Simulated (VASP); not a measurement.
# Hf3OsN (Pm-3m) in VASP: further runs

The runs below take Hf3OsN through single point, relaxation of cell and atoms, with PBE.

Program: VASP 6.6.1. These are calculated values, not measurements. Logs are shortened: lines on timing, memory, paths and dates and some standing lists are left out, and cuts for length are marked.

### Step 1. The cell of the first run

Symmetry: Pm-3m, No. 221, cubic system. The conventional cell has a = 4.370 Å, b = 4.370 Å, c = 4.370 Å, α = 90.00°, β = 90.00°, γ = 90.00°. Within 2.9 Å of Hf (site symmetry 4/mmm) lie 2 N at 2.19 Å. Os (site symmetry m-3m) has 12 Hf at 3.09 Å and 8 N at 3.78 Å within 4.1 Å. Within 2.9 Å of N (site symmetry m-3m) lie 6 Hf at 2.19 Å.

The cell was built from a structure type or drawn by symmetry, and may not be a known phase.

### Step 2. Single point, PBE

INCAR reads:

```
SYSTEM = Hf3OsN
  PREC = Accurate
  ENCUT = 520
  EDIFF = 1E-6
  ISMEAR = 0
  SIGMA = 0.1
  LREAL = .False.
  LASPH = .True.
  NELM = 100
  ALGO = Normal
  ISIF = 2
  LWAVE = .False.
  LCHARG = .False.
  GGA = PE
  NBANDS = 30
```

KPOINTS reads:

```
Automatic mesh
0
Gamma
  8 8 8
  0 0 0
```

POSCAR reads:

```
Hf3OsN
1.0
    4.3703761691      0.0000000000      0.0000000000
    0.0000000000      4.3703761691      0.0000000000
    0.0000000000      0.0000000000      4.3703761691
Hf Os N
3 1 1
Direct
    0.5000000000      0.0000000000      0.5000000000
    0.0000000000      0.5000000000      0.5000000000
    0.5000000000      0.5000000000      0.0000000000
    0.0000000000      0.0000000000      0.0000000000
    0.5000000000      0.5000000000      0.5000000000
```

Potentials or basis: VASP PAW PBE potentials, release 64 (Hf_pv, Os, N).

Started as:

```bash
$ cat potpaw_PBE.64/Hf_pv/POTCAR potpaw_PBE.64/Os/POTCAR potpaw_PBE.64/N/POTCAR > POTCAR
$ mpirun -np 1 vasp_std > vasp.out
```

OUTCAR:

```text
SYSTEM = Hf3OsN
   PREC = Accurate
   ENCUT = 520
   EDIFF = 1E-6
   ISMEAR = 0
   LREAL = .False.
   LASPH = .True.
   NELM = 100
   ISIF = 2
   GGA = PE

 ion  position               nearest neighbor table
   1  0.500  0.000  0.500-   5 2.19   5 2.19   4 3.09   2 3.09   3 3.09   4 3.09   2 3.09   3 3.09
                             3 3.09   3 3.09   2 3.09   4 3.09   4 3.09   2 3.09
   2  0.000  0.500  0.500-   5 2.19   5 2.19   4 3.09   1 3.09   3 3.09   4 3.09   1 3.09   4 3.09
                             4 3.09   1 3.09   3 3.09   3 3.09   3 3.09   1 3.09
   3  0.500  0.500  0.000-   5 2.19   5 2.19   4 3.09   1 3.09   1 3.09   2 3.09   2 3.09   1 3.09
                             4 3.09   1 3.09   2 3.09   4 3.09   2 3.09   4 3.09
   4  0.000  0.000  0.000-   1 3.09   2 3.09   3 3.09   1 3.09   2 3.09   2 3.09   3 3.09   2 3.09
                             1 3.09   3 3.09   1 3.09   3 3.09
   5  0.500  0.500  0.500-   1 2.19   2 2.19   3 2.19   3 2.19   1 2.19   2 2.19

  LATTYP: Found a simple cubic cell.
 ALAT       =     4.3703761691

  Lattice vectors:

 A1 = (   4.3703761691,   0.0000000000,   0.0000000000)
 A2 = (   0.0000000000,   4.3703761691,   0.0000000000)
 A3 = (   0.0000000000,   0.0000000000,   4.3703761691)

Analysis of symmetry for initial positions (statically):
=====================================================================
 Subroutine PRICEL returns:
 Original cell was already a primitive cell.

 Routine SETGRP: Setting up the symmetry group for a
 simple cubic supercell.

 Subroutine GETGRP returns: Found 48 space group operations
 (whereof 48 operations were pure point group operations)
 out of a pool of 48 trial point group operations.

The static configuration has the point symmetry O_h .

Analysis of symmetry for dynamics (positions and initial velocities):
=====================================================================
 Subroutine PRICEL returns:
 Original cell was already a primitive cell.

 Routine SETGRP: Setting up the symmetry group for a
 simple cubic supercell.

 Subroutine GETGRP returns: Found 48 space group operations
 (whereof 48 operations were pure point group operations)
 out of a pool of 48 trial point group operations.

The dynamic configuration has the point symmetry O_h .

 Subroutine INISYM returns: Found 48 space group operations
 (whereof 48 operations are pure point group operations),
 and found     1 'primitive' translations

----------------------------------------------------------------------------------------

                                     Primitive cell

  volume of cell :      83.4750

  direct lattice vectors                    reciprocal lattice vectors
     4.370376169  0.000000000  0.000000000     0.228813256  0.000000000  0.000000000
     0.000000000  4.370376169  0.000000000     0.000000000  0.228813256  0.000000000
     0.000000000  0.000000000  4.370376169     0.000000000  0.000000000  0.228813256

  length of vectors
     4.370376169  4.370376169  4.370376169     0.228813256  0.228813256  0.228813256

  position of ions in fractional coordinates (direct lattice)
     0.500000000  0.000000000  0.500000000
     0.000000000  0.500000000  0.500000000
     0.500000000  0.500000000  0.000000000
     0.000000000  0.000000000  0.000000000
     0.500000000  0.500000000  0.500000000

  ion indices of the primitive-cell ions
   primitive index   ion index
                 1           1
                 2           2
                 3           3
                 4           4
                 5           5

----------------------------------------------------------------------------------------

 KPOINTS: Automatic mesh

Automatic generation of k-mesh.
 Grid dimensions read from file:
 generate k-points for:    8    8    8

 Generating k-lattice:

  Cartesian coordinates                     Fractional coordinates (reciprocal lattice)
     0.028601657  0.000000000  0.000000000     0.125000000  0.000000000  0.000000000
     0.000000000  0.028601657  0.000000000     0.000000000  0.125000000  0.000000000
     0.000000000  0.000000000  0.028601657     0.000000000  0.000000000  0.125000000

  Length of vectors
     0.028601657  0.028601657  0.028601657

  Shift w.r.t. Gamma in fractional coordinates (k-lattice)
     0.000000000  0.000000000  0.000000000

 Subroutine IBZKPT returns following result:
 ===========================================

 Found     35 irreducible k-points:

 Following reciprocal coordinates:
            Coordinates               Weight
  0.000000  0.000000  0.000000      1.000000
  0.125000  0.000000  0.000000      6.000000
  0.250000  0.000000  0.000000      6.000000
  0.375000  0.000000  0.000000      6.000000
  0.500000  0.000000  0.000000      3.000000
  0.125000  0.125000  0.000000     12.000000
[... 16 lines left out ...]
  0.375000  0.375000  0.125000     24.000000
  0.500000  0.375000  0.125000     24.000000
 [... further k-points ...]
   k-points           NKPTS =     35   k-points in BZ     NKDIM =     35   number of bands    NBANDS=     30
   number of dos      NEDOS =    301   number of ions     NIONS =      5
   total plane-waves  NPLWV =  46656
   dimension x,y,z NGX =    36 NGY =   36 NGZ =   36
   dimension x,y,z NGXF=    72 NGYF=   72 NGZF=   72
   ions per type =               3   1   1
   NGX,Y,Z   is equivalent  to a cutoff of  13.69, 13.69, 13.69 a.u.
   NGXF,Y,Z  is equivalent  to a cutoff of  27.39, 27.39, 27.39 a.u.
 SYSTEM =  Hf3OsN
   PREC   = accura    normal or accurate (medium, high low for compatibility)
   ISTART =      0    job   : 0-new  1-cont  2-samecut
   ICHARG =      2    charge: 1-file 2-atom 10-const
   ISPIN  =      1    spin polarized calculation?
   LNONCOLLINEAR =      F non collinear calculations
   LSORBIT =      F    spin-orbit coupling
   LASPH  =      T    aspherical Exc in radial PAW
   ENCUT  =  520.0 eV  38.22 Ry    6.18 a.u.   8.13  8.13  8.13*2*pi/ulx,y,z
   NELM   =    100;   NELMIN=  2; NELMDL= -5     # of ELM steps
   EDIFF  = 0.1E-05   stopping-criterion for ELM
   LREAL  =      F    real-space projection
   EDIFFG = 0.1E-04   stopping-criterion for IOM
   NSW    =      0    number of steps for IOM
   IBRION =     -1    ionic relax: 0-MD 1-quasi-New 2-CG
   NFREE  =      0    steps in history (QN), initial steepest desc. (CG)
   ISIF   =      2    stress and relaxation
   ISYM   =      2    0-nonsym 1-usesym 2-fastsym
   POTIM  = 0.5000    time-step for ionic-motion
   TEBEG  =    0.0;   TEEND  =   0.0 temperature during run
   PSTRESS=    0.0 pullay stress
   NELECT =      43.0000    total number of electrons
   NUPDOWN=      -1.0000    fix difference up-down
   EMIN   =  10.00;   EMAX   =-10.00  energy-range for DOS
   EFERMI =   0.00;   METHOD = LEGACY
   ISMEAR =     0;   SIGMA  =   0.10  broadening in eV -4-tet -1-fermi 0-gaus
   EFERMI_NEDOS =   21; number of points for ismear=-14 and -15
   IALGO  =     38    algorithm
   IMIX   =      4    mixing-type and parameters
     AMIX     =   0.40;   BMIX     =  1.00
     AMIX_MAG =   1.60;   BMIX_MAG =  1.00
  volume/ion in A,a.u.               =      16.70       112.66
  Fermi-wavevector in a.u.,A,eV,Ry     =   1.312337  2.479958 23.432353  1.722229
  Thomas-Fermi vector in A             =   2.442737
   LORBIT       =      0    0 simple, 1 ext, 2 COOP (PROOUT), +10 PAW based schemes
   GGA     = PE    functional components
   LHFCALC =     F    Hartree Fock is set to
   AEXX    =    0.0000 exact exchange contribution
   IVDW    =     0    specifies the selected vdW correction
   LEPSILON=     F    determine dielectric tensor
   LRPA    =     F    only Hartree local field effects (RPA)
 non-spin polarized calculation
 Gauss-broadening in eV      SIGMA  =   0.10
  energy-cutoff  :      520.00
  volume of cell :       83.48
 maximum number of plane-waves:      2301
 NGX is ok and might be reduce to    36
   NGX = 17   NGY = 17   NGZ = 17

 number of electron      43.0000008 magnetization

 Free energy of the ion-electron system (eV)
  ---------------------------------------------------
  ext. energy  EPLUGINS =         0.00000000
  ---------------------------------------------------
  free energy    TOTEN  =       -53.37102190 eV

  energy without entropy =      -53.34820140  energy(sigma->0) =      -53.35961165

 E-fermi :   5.9068     XC(G=0): -12.0772

 val. band max:        5.8954961116   @ k =   0.3750   0.2500   0.1250
 cond. band min:       5.9199835498   @ k =   0.0000   0.0000   0.0000
 fundamental gap:      0.0244874382
 Fermi energy:         5.9068184086

 k-point     1 :       0.0000    0.0000    0.0000
  band No.  band energies     occupation
      1     -25.1691      2.00000
      2     -25.1691      2.00000
      3     -25.1691      2.00000
      4     -24.6116      2.00000
      5     -24.6116      2.00000
      6     -24.6116      2.00000
[... 22 lines left out ...]
     29      10.5825      0.00000
     30      10.8749      0.00000

 k-point     2 :       0.1250    0.0000    0.0000
  band No.  band energies     occupation
      1     -25.1552      2.00000
      2     -25.1552      2.00000
      3     -25.1502      2.00000
      4     -24.6168      2.00000
      5     -24.6168      2.00000
      6     -24.6137      2.00000
[... 22 lines left out ...]
     29      10.8313      0.00000
     30      11.2421      0.00000

 k-point     3 :       0.2500    0.0000    0.0000
  band No.  band energies     occupation
      1     -25.1184      2.00000
      2     -25.1184      2.00000
      3     -25.0952      2.00000
      4     -24.6335      2.00000
      5     -24.6335      2.00000
      6     -24.6188      2.00000
[... 682 lines left out ...]
     29      10.2702      0.00000
     30      10.6620      0.00000

 k-point    24 :       0.5000    0.3750    0.1250
  band No.  band energies     occupation
      1     -25.4076      2.00000
      2     -24.9561      2.00000
      3     -24.8516      2.00000
      4     -24.7929      2.00000
      5     -24.7706      2.00000
      6     -24.5825      2.00000
[... 22 lines left out ...]
     29      10.2141      0.00000
     30      10.3558      0.00000

 [... further k-points ...]

------------------------ aborting loop because EDIFF is reached ----------------------------------------

  FORCE on cell =-STRESS in cart. coord.  units (eV):
  Direction    XX          YY          ZZ          XY          YZ          ZX
  --------------------------------------------------------------------------------------
  -------------------------------------------------------------------------------------
  Total       -0.6923187     -0.6923187     -0.6923187     -0.0000000     -0.0000000      0.0000000
  in kB      -13.2880171    -13.2880171    -13.2880171     -0.0000000     -0.0000000      0.0000000
  external PRESSURE =     -13.2880171 kB  Pullay stress =       0.0000000 kB

 VOLUME and BASIS-vectors are now :
 -----------------------------------------------------------------------------
  energy-cutoff  :      520.00
  volume of cell :       83.48
      direct lattice vectors                 reciprocal lattice vectors
     4.370376169  0.000000000  0.000000000     0.228813256  0.000000000  0.000000000
     0.000000000  4.370376169  0.000000000     0.000000000  0.228813256  0.000000000
     0.000000000  0.000000000  4.370376169     0.000000000  0.000000000  0.228813256

 POSITION                                       TOTAL-FORCE (eV/Angst)
 -----------------------------------------------------------------------------------
      2.18519      0.00000      2.18519         0.000000      0.000000      0.000000
      0.00000      2.18519      2.18519         0.000000      0.000000      0.000000
      2.18519      2.18519      0.00000         0.000000      0.000000      0.000000
      0.00000      0.00000      0.00000         0.000000      0.000000      0.000000
      2.18519      2.18519      2.18519         0.000000      0.000000      0.000000
 -----------------------------------------------------------------------------------
    total drift:                                0.000000      0.000000      0.000000

  FREE ENERGIE OF THE ION-ELECTRON SYSTEM (eV)
  ---------------------------------------------------
  free  energy   TOTEN  =       -53.3710219032 eV

  energy  without entropy=      -53.3482013953  energy(sigma->0) =      -53.35961165
```

Wall time 37 s (1 thread of Intel Xeon 6975P-C (Granite Rapids), shared host); peak memory 0.25 GiB.

What came out:

- Free energy: -53.3710 eV
- Pressure: -1.3 GPa
- Band gap on the k mesh: zero (an odd number of electrons rules out a gap without spin polarisation)

Caveat: spin-orbit coupling is left out, which moves the levels of the heavy elements.

### Step 3. Relaxation of cell and atoms, PBE

INCAR reads:

```
PREC = Accurate
ENCUT = 600
EDIFF = 1E-6
ISMEAR = 0
SIGMA = 0.1
LREAL = False
LASPH = True
NELM = 100
ALGO = Normal
ISIF = 3
LWAVE = False
LCHARG = False
GGA = PE
IBRION = 2
NSW = 100
EDIFFG = -0.01
```

KPOINTS reads:

```
Automatic mesh
0
Gamma
  8 8 8
```

POSCAR is that of step 2.

Potentials or basis: VASP PAW PBE potentials, release 64 (Hf_pv, Os, N).

Started as:

```bash
$ cat potpaw_PBE.64/Hf_pv/POTCAR potpaw_PBE.64/Os/POTCAR potpaw_PBE.64/N/POTCAR > POTCAR
$ mpirun -np 1 vasp_std > vasp.out
```

It took 82 s on 1 thread of Intel Xeon 6975P-C (Granite Rapids), shared host; peak memory 0.27 GiB.

Results (log left out):

```
Free energy                           : -53.3760 eV
Relaxed volume                        : 16.58 Å³/atom
Relaxed cell                          : a = 4.361 Å, b = 4.361 Å, c = 4.361 Å, α = 90.00°, β = 90.00°, γ = 90.00°
Space group after relaxing (to 0.1 Å) : Pm-3m (No. 221)
Energy gained by relaxing             : 0.5 meV/atom
Ionic steps                           : 3
Pressure after relaxing               : 0.0 GPa
Band gap on the k mesh                : zero (an odd number of electrons rules out a gap without spin polarisation)
```

Step by step:
```
step  energy change (eV)  largest force (eV/Å)  pressure (GPa)  volume (Å³)
   1              0.0000                0.0000           -1.32        83.48
   2              0.0068                0.0000            2.75        81.83
   3             -0.0023                0.0000            0.00        82.92
```

Final structure:
```xyz
5
Lattice="4.3606 0.0000 0.0000 0.0000 4.3606 0.0000 0.0000 0.0000 4.3606" Properties=species:S:1:pos:R:3 pbc="T T T"
Hf    2.1803    0.0000    2.1803
Hf    0.0000    2.1803    2.1803
Hf    2.1803    2.1803    0.0000
Os    0.0000    0.0000    0.0000
N     2.1803    2.1803    2.1803
```

Levels at points of the mesh, in eV from the Fermi level:
| k point | band 20 | band 21 | band 22 | band 23 | band 24 | band 25 |
| --- | --- | --- | --- | --- | --- | --- |
| (0.00, 0.00, 0.00) | 0.01 | 0.01 | 0.01 | 2.20 | 2.20 | 3.70 |
| (0.50, 0.00, 0.00) | -1.12 | -0.89 | -0.89 | -0.73 | 1.25 | 2.75 |
| (0.50, 0.50, 0.00) | -1.74 | -0.80 | -0.58 | 0.74 | 0.74 | 1.91 |
| (0.50, 0.50, 0.50) | 0.44 | 0.44 | 0.44 | 1.01 | 1.01 | 1.01 |

Caveat: spin-orbit coupling is left out, which moves the levels of the heavy elements.
